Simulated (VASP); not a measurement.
A run of VASP 6.6.1:

The input POSCAR:

```
ZnS
1.0
    0.0000000000      2.6951814900      2.6951814900
    2.6951814900      0.0000000000      2.6951814900
    2.6951814900      2.6951814900      0.0000000000
Zn S
1 1
Direct
    0.2500000000      0.2500000000      0.2500000000
    0.0000000000      0.0000000000      0.0000000000
```

INCAR.step1

```
SYSTEM = ZnS
PREC = Accurate ; ENCUT = 520
ISMEAR = -1 ; SIGMA = 0.02
LREAL = .FALSE. ; LASPH = .TRUE.
NELM = 60 ; NBANDS = 16
GGA = PE ; ALGO = Normal
EDIFF = 1E-4 ; LWAVE = .TRUE.
LCHARG = .FALSE.
```

File INCAR.step2:

```
SYSTEM = ZnS
PREC = Accurate ; ENCUT = 520
EDIFF = 1E-7 ; ISMEAR = -1
SIGMA = 0.02 ; LREAL = .FALSE.
LASPH = .TRUE. ; NELM = 60
ALGO = Normal ; ISIF = 2
LWAVE = .FALSE. ; LCHARG = .FALSE.
METAGGA = R2SCAN ; LMIXTAU = .TRUE.
NBANDS = 16 ; ISTART = 1
```

File KPOINTS:

```
Automatic mesh
0
G
  10 10 10
  0 0 0
```

Potentials or basis: VASP PAW PBE potentials, release 64 (Zn, S).

Command:

```sh
$ cat potpaw_PBE.64/Zn/POTCAR potpaw_PBE.64/S/POTCAR > POTCAR
$ cp INCAR.step1 INCAR
$ mpirun -np 1 vasp_std > vasp.out
$ cp INCAR.step2 INCAR
$ mpirun -np 1 vasp_std > vasp.out
```

Hardware: 1 thread of Intel(R) Xeon(R) 6975P-C (Granite Rapids) (shared host).

**Question.** Estimate the wall time of this run.

**Answer.** Wall time 55 s on 1 thread of Intel(R) Xeon(R) 6975P-C (Granite Rapids) (shared host), peak memory 0.17 GiB. Counts: k points 47.
